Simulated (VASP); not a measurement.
# Ge (P4_2/mmc) in VASP: relaxation of cell and atoms with PBE

Aim: the relaxation of cell and atoms of Ge with PBE.

All numbers are computed with VASP 6.6.1; they aren't measurements. Logs are shortened: lines on timing, memory, paths and dates and some standing lists are left out, and cuts for length are marked.

### 1 The cell of the first run

It takes space group P4_2/mmc (No. 131, tetragonal). The conventional cell has a = 4.040 Å, b = 4.040 Å, c = 10.469 Å, α = 90.00°, β = 90.00°, γ = 90.00°. Ge (site symmetry 2mm) has 3 Ge at 2.40 to 2.47 Å within 3.2 Å. Ge (site symmetry -4m2) has 4 Ge at 2.47 Å within 3.3 Å.

The cell was generated, and may not be a known phase.

### 2 Relaxation of cell and atoms, PBE

INCAR

```
PREC = Accurate ; ENCUT = 600
EDIFF = 1E-6 ; ISMEAR = 0
SIGMA = 0.1 ; LREAL = False
LASPH = True ; NELM = 80
ALGO = Fast ; ISIF = 3
LWAVE = False ; LCHARG = False
GGA = PE ; IBRION = 2
NSW = 100 ; EDIFFG = -0.01
```

KPOINTS

```
regular mesh
0
Gamma
  10 10 4
```

POSCAR

```
Ge
1.0
    4.0395921310      0.0000000000      0.0000000000
    0.0000000000      4.0395921310      0.0000000000
    0.0000000000      0.0000000000     10.4689944514
Ge
6
Direct
    0.0000000000      0.5000000000      0.3851736885
    0.5000000000      0.0000000000      0.1148263115
    0.0000000000      0.5000000000      0.6148263115
    0.5000000000      0.0000000000      0.8851736885
    0.0000000000      0.0000000000      0.7500000000
    0.0000000000      0.0000000000      0.2500000000
```

Potentials or basis: VASP PAW PBE potentials, release 64 (Ge_d).

Run with:

```sh
cat potpaw_PBE.64/Ge_d/POTCAR > POTCAR
mpirun -np 1 vasp_std > vasp.out
```

OUTCAR:

```text
PREC = Accurate
   ENCUT = 600
   EDIFF = 1E-6
   ISMEAR = 0
   LREAL = False
   LASPH = True
   NELM = 80
   ISIF = 3
   GGA = PE
   IBRION = 2
   NSW = 100
   EDIFFG = -0.01

 ion  position               nearest neighbor table
   1  0.000  0.500  0.385-   3 2.40   6 2.47   6 2.47
   2  0.500  0.000  0.115-   4 2.40   6 2.47   6 2.47
   3  0.000  0.500  0.615-   1 2.40   5 2.47   5 2.47
   4  0.500  0.000  0.885-   2 2.40   5 2.47   5 2.47
   5  0.000  0.000  0.750-   3 2.47   4 2.47   3 2.47   4 2.47
   6  0.000  0.000  0.250-   1 2.47   2 2.47   1 2.47   2 2.47

  LATTYP: Found a simple tetragonal cell.
 ALAT       =     4.0395921310
 C/A-ratio  =     2.5915969018

  Lattice vectors:

 A1 = (   4.0395921310,   0.0000000000,   0.0000000000)
 A2 = (   0.0000000000,   4.0395921310,   0.0000000000)
 A3 = (   0.0000000000,   0.0000000000,  10.4689944514)

Analysis of symmetry for initial positions (statically):
=====================================================================
 Subroutine PRICEL returns:
 Original cell was already a primitive cell.

 Routine SETGRP: Setting up the symmetry group for a
 simple tetragonal supercell.

 Subroutine GETGRP returns: Found 16 space group operations
 (whereof  8 operations were pure point group operations)
 out of a pool of 16 trial point group operations.

The static configuration has the point symmetry D_2h.
 The point group associated with its full space group is D_4h.

Analysis of symmetry for dynamics (positions and initial velocities):
=====================================================================
 Subroutine PRICEL returns:
 Original cell was already a primitive cell.

 Routine SETGRP: Setting up the symmetry group for a
 simple tetragonal supercell.

 Subroutine GETGRP returns: Found 16 space group operations
 (whereof  8 operations were pure point group operations)
 out of a pool of 16 trial point group operations.

The dynamic configuration has the point symmetry D_2h.
 The point group associated with its full space group is D_4h.

 Subroutine INISYM returns: Found 16 space group operations
 (whereof  8 operations are pure point group operations),
 and found     1 'primitive' translations

----------------------------------------------------------------------------------------

                                     Primitive cell

  volume of cell :     170.8362

  direct lattice vectors                    reciprocal lattice vectors
     4.039592131  0.000000000  0.000000000     0.247549745  0.000000000  0.000000000
     0.000000000  4.039592131  0.000000000     0.000000000  0.247549745  0.000000000
     0.000000000  0.000000000 10.468994451     0.000000000  0.000000000  0.095520158

  length of vectors
     4.039592131  4.039592131 10.468994451     0.247549745  0.247549745  0.095520158

  position of ions in fractional coordinates (direct lattice)
     0.000000000  0.500000000  0.385173688
     0.500000000  0.000000000  0.114826312
     0.000000000  0.500000000  0.614826312
     0.500000000  0.000000000  0.885173688
     0.000000000  0.000000000  0.750000000
     0.000000000  0.000000000  0.250000000

  ion indices of the primitive-cell ions
   primitive index   ion index
                 1           1
                 2           2
                 3           3
                 4           4
                 5           5
                 6           6

----------------------------------------------------------------------------------------

 KPOINTS: regular mesh

Automatic generation of k-mesh.
 Grid dimensions read from file:
 generate k-points for:   10   10    4

 Generating k-lattice:

  Cartesian coordinates                     Fractional coordinates (reciprocal lattice)
     0.024754974  0.000000000  0.000000000     0.100000000  0.000000000  0.000000000
     0.000000000  0.024754974  0.000000000     0.000000000  0.100000000  0.000000000
     0.000000000  0.000000000  0.023880039     0.000000000  0.000000000  0.250000000

  Length of vectors
     0.024754974  0.024754974  0.023880039

  Shift w.r.t. Gamma in fractional coordinates (k-lattice)
     0.000000000  0.000000000  0.000000000

 Subroutine IBZKPT returns following result:
 ===========================================

 Found     63 irreducible k-points:

 Following reciprocal coordinates:
            Coordinates               Weight
  0.000000  0.000000  0.000000      1.000000
  0.100000  0.000000  0.000000      4.000000
  0.200000  0.000000  0.000000      4.000000
  0.300000  0.000000  0.000000      4.000000
  0.400000  0.000000  0.000000      4.000000
  0.500000  0.000000  0.000000      2.000000
[... 16 lines left out ...]
  0.100000  0.000000  0.250000      8.000000
  0.200000  0.000000  0.250000      8.000000
 [... further k-points ...]
   k-points           NKPTS =     63   k-points in BZ     NKDIM =     63   number of bands    NBANDS=     50
   number of dos      NEDOS =    301   number of ions     NIONS =      6
   total plane-waves  NPLWV =  86016
   dimension x,y,z NGX =    32 NGY =   32 NGZ =   84
   dimension x,y,z NGXF=    64 NGYF=   64 NGZF=  168
   ions per type =               6
   NGX,Y,Z   is equivalent  to a cutoff of  13.17, 13.17, 13.34 a.u.
   NGXF,Y,Z  is equivalent  to a cutoff of  26.34, 26.34, 26.68 a.u.
 SYSTEM =  unknown system
   PREC   = accura    normal or accurate (medium, high low for compatibility)
   ISTART =      0    job   : 0-new  1-cont  2-samecut
   ICHARG =      2    charge: 1-file 2-atom 10-const
   ISPIN  =      1    spin polarized calculation?
   LNONCOLLINEAR =      F non collinear calculations
   LSORBIT =      F    spin-orbit coupling
   LASPH  =      T    aspherical Exc in radial PAW
   ENCUT  =  600.0 eV  44.10 Ry    6.64 a.u.   8.07  8.07 20.91*2*pi/ulx,y,z
   NELM   =     80;   NELMIN=  2; NELMDL= -5     # of ELM steps
   EDIFF  = 0.1E-05   stopping-criterion for ELM
   LREAL  =      F    real-space projection
   EDIFFG = -.1E-01   stopping-criterion for IOM
   NSW    =    100    number of steps for IOM
   IBRION =      2    ionic relax: 0-MD 1-quasi-New 2-CG
   NFREE  =      1    steps in history (QN), initial steepest desc. (CG)
   ISIF   =      3    stress and relaxation
   ISYM   =      2    0-nonsym 1-usesym 2-fastsym
   POTIM  = 0.5000    time-step for ionic-motion
   TEBEG  =    0.0;   TEEND  =   0.0 temperature during run
   PSTRESS=    0.0 pullay stress
   NELECT =      84.0000    total number of electrons
   NUPDOWN=      -1.0000    fix difference up-down
   EMIN   =  10.00;   EMAX   =-10.00  energy-range for DOS
   EFERMI =   0.00;   METHOD = LEGACY
   ISMEAR =     0;   SIGMA  =   0.10  broadening in eV -4-tet -1-fermi 0-gaus
   EFERMI_NEDOS =   21; number of points for ismear=-14 and -15
   IALGO  =     68    algorithm
   IMIX   =      4    mixing-type and parameters
     AMIX     =   0.40;   BMIX     =  1.00
     AMIX_MAG =   1.60;   BMIX_MAG =  1.00
  volume/ion in A,a.u.               =      28.47       192.14
  Fermi-wavevector in a.u.,A,eV,Ry     =   1.292135  2.441781 22.716466  1.669613
  Thomas-Fermi vector in A             =   2.423862
   LORBIT       =      0    0 simple, 1 ext, 2 COOP (PROOUT), +10 PAW based schemes
   GGA     = PE    functional components
   LHFCALC =     F    Hartree Fock is set to
   AEXX    =    0.0000 exact exchange contribution
   IVDW    =     0    specifies the selected vdW correction
   LEPSILON=     F    determine dielectric tensor
   LRPA    =     F    only Hartree local field effects (RPA)
 conjugate gradient relaxation of ions
 non-spin polarized calculation
 RMM-DIIS sequential band-by-band and
 Gauss-broadening in eV      SIGMA  =   0.10
  energy-cutoff  :      600.00
  volume of cell :      170.84
 maximum number of plane-waves:      5760
   NGX = 17   NGY = 17   NGZ = 41

--------------------------------------- Ionic step        1  -------------------------------------------

 number of electron      83.9999943 magnetization

 Free energy of the ion-electron system (eV)
  ---------------------------------------------------
  ext. energy  EPLUGINS =         0.00000000
  ---------------------------------------------------
  free energy    TOTEN  =       -24.38525066 eV

  energy without entropy =      -24.37163209  energy(sigma->0) =      -24.37844138

------------------------ aborting loop because EDIFF is reached ----------------------------------------

  FORCE on cell =-STRESS in cart. coord.  units (eV):
  Direction    XX          YY          ZZ          XY          YZ          ZX
  --------------------------------------------------------------------------------------
  -------------------------------------------------------------------------------------
  Total       -0.8385545     -0.8385545      1.0025068     -0.0000000      0.0000000      0.0000000
  in kB       -7.8643324     -7.8643324      9.4019495     -0.0000000      0.0000000      0.0000000
  external PRESSURE =      -2.1089051 kB  Pullay stress =       0.0000000 kB
[... 265 lines left out ...]
  energy  without entropy=      -24.3964266387  energy(sigma->0) =      -24.40106669

--------------------------------------- Ionic step        8  -------------------------------------------

 number of electron      83.9999962 magnetization

 Free energy of the ion-electron system (eV)
  ---------------------------------------------------
  ext. energy  EPLUGINS =         0.00000000
  ---------------------------------------------------
  free energy    TOTEN  =       -24.40573913 eV

  energy without entropy =      -24.39646252  energy(sigma->0) =      -24.40110083

 E-fermi :   3.2817     XC(G=0):  -8.9223

 val. band max:        3.2574566184   @ k =   0.3000   0.1000   0.5000
 cond. band min:       3.3346466869   @ k =   0.3000   0.1000   0.2500
 fundamental gap:      0.0771900685
 Fermi energy:         3.2817277771

 k-point     1 :       0.0000    0.0000    0.0000
  band No.  band energies     occupation
      1     -21.7916      2.00000
      2     -21.7916      2.00000
      3     -21.7881      2.00000
      4     -21.7727      2.00000
      5     -21.7547      2.00000
      6     -21.7547      2.00000
[... 1261 lines left out ...]
     49       7.3588      0.00000
     50       7.6554      0.00000

 [... further k-points ...]
[... 5 lines left out ...]
  --------------------------------------------------------------------------------------
  -------------------------------------------------------------------------------------
  Total       -0.0124316     -0.0124316     -0.0079438      0.0000000      0.0000000      0.0000000
  in kB       -0.1184073     -0.1184073     -0.0756622      0.0000000      0.0000000      0.0000000
  external PRESSURE =      -0.1041589 kB  Pullay stress =       0.0000000 kB
[... 21 lines left out ...]
  FREE ENERGIE OF THE ION-ELECTRON SYSTEM (eV)
  ---------------------------------------------------
  free  energy   TOTEN  =       -24.4057391283 eV

  energy  without entropy=      -24.3964625217  energy(sigma->0) =      -24.40110083

 reached required accuracy - stopping structural energy minimisation
```

Run time: 63 min. Hardware: 1 thread of Oxide Virtual Turin-like, shared host; peak memory 0.56 GiB.

Results:

```
Free energy                           : -24.4057 eV
Relaxed volume                        : 28.04 Å³/atom
Relaxed cell                          : a = 3.979 Å, b = 3.979 Å, c = 10.624 Å, α = 90.00°, β = 90.00°, γ = 90.00°
Space group after relaxing (to 0.1 Å) : P4_2/mmc (No. 131)
Energy gained by relaxing             : 3.4 meV/atom
Ionic steps                           : 8
Pressure after relaxing               : 0.0 GPa
Largest force after relaxing          : 0.007 eV/Å
Band gap on the k mesh                : zero (bands 42 and 43 overlap by 1.75 eV)
```

Forces in eV/Å, atoms in the order of the input:
```
Ge   0.000  0.000  0.007
Ge   0.000  0.000 -0.007
Ge   0.000  0.000 -0.007
Ge   0.000  0.000  0.007
Ge   0.000  0.000  0.000
Ge   0.000  0.000  0.000
```

The path:
| step | energy change (eV) | largest force (eV/Å) | pressure (GPa) | volume (Å³) |
| --- | --- | --- | --- | --- |
| 1 | 0.0000 | 0.1743 | -0.21 | 170.84 |
| 2 | -0.0146 | 0.0935 | -0.15 | 169.90 |
| 3 | -0.0149 | 0.1353 | -0.18 | 169.74 |
| 4 | -0.0189 | 0.0799 | 0.01 | 168.76 |
| 5 | -0.0202 | 0.0382 | 0.11 | 167.97 |
| 6 | -0.0203 | 0.0305 | 0.11 | 167.83 |
| 7 | -0.0205 | 0.0131 | -0.08 | 168.38 |
| 8 | -0.0205 | 0.0074 | -0.01 | 168.21 |

Final structure:
```
Ge
1.0
     3.97903    0.00000    0.00000
     0.00000    3.97903    0.00000
     0.00000    0.00000   10.62444
Ge
6
Direct
  0.00000 0.50000 0.38531
  0.50000 0.00000 0.11469
  0.00000 0.50000 0.61469
  0.50000 0.00000 0.88531
  0.00000 0.00000 0.75000
  0.00000 0.00000 0.25000
```

Levels at points of the mesh, in eV from the Fermi level:
| k point | band 39 | band 40 | band 41 | band 42 | band 43 | band 44 | band 45 | band 46 |
| --- | --- | --- | --- | --- | --- | --- | --- | --- |
| (0.00, 0.00, 0.00) | -1.69 | -1.69 | -1.68 | 0.54 | 0.54 | 1.09 | 1.22 | 1.81 |
| (0.50, 0.00, 0.00) | -1.70 | -1.67 | -1.41 | -1.09 | 0.88 | 0.98 | 1.36 | 2.69 |
| (0.50, 0.50, 0.00) | -3.46 | -2.81 | -2.45 | -1.36 | -1.02 | 0.72 | 0.72 | 1.07 |
| (0.00, 0.00, 0.50) | -1.86 | -1.86 | 0.54 | 0.54 | 1.02 | 1.02 | 1.51 | 1.51 |
| (0.50, 0.00, 0.50) | -2.13 | -1.67 | -1.10 | -0.39 | 0.27 | 0.88 | 1.59 | 1.75 |
| (0.50, 0.50, 0.50) | -3.44 | -3.44 | -2.14 | -2.14 | 0.25 | 0.25 | 0.46 | 0.46 |

The gap in the log of VASP goes by the Fermi energy; the results here count the filled bands.